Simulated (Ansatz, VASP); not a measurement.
One calculation of Fe2Sb, two programs

```xyz
6
Lattice="5.8023 0.0000 0.0000 0.0000 5.8023 0.0000 0.0000 0.0000 5.8023" Properties=species:S:1:pos:R:3 pbc="T T T"
Fe    1.4506    1.4506    1.4506
Fe    1.4506    4.3517    4.3517
Fe    4.3517    4.3517    1.4506
Fe    4.3517    1.4506    4.3517
Sb    0.0000    0.0000    0.0000
Sb    2.9012    2.9012    2.9012
```

Alike in both runs: functional PBE; k mesh 4 × 4 × 4; occupations gaussian, width 0.1 eV; collinear spin.

Ansatz relaxed the structure, and its values are those at the end. VASP's run is a single point on that final structure, the one shown.

|  | VASP | Ansatz |
| --- | --- | --- |
| version | VASP 6.6.1 | Ansatz 0.2.0 |
| potentials or method | VASP PAW PBE potentials, release 64 (Fe, Sb), cutoff 520 eV | scalar-relativistic, plane waves, PAW |
| valence electrons in the cell | 42 | 94 |

|  | VASP | Ansatz | Ansatz less VASP |
| --- | --- | --- | --- |
| gap on the k mesh at the Fermi level (eV) | none | none | - |
| pressure (GPa) | 0.1 | 0.1 | -0.07 |
| net moment per atom (μB) | 2.33 | 2.33 | 0.000 |
| size of the moment on the site where the two differ most (μB) | 3.27 | 3.19 | -0.076 |

Site moments also hang on the region over which each program counts them. A gap of «none» marks a metal or a gap that the smearing closes. With one functional, cell and mesh, what is left measures potentials, basis and numerics. VASP's potentials hold 42 valence electrons a cell and Ansatz's 94, so a difference there can come from the potentials and not from the codes.

Spin-orbit coupling is off throughout.
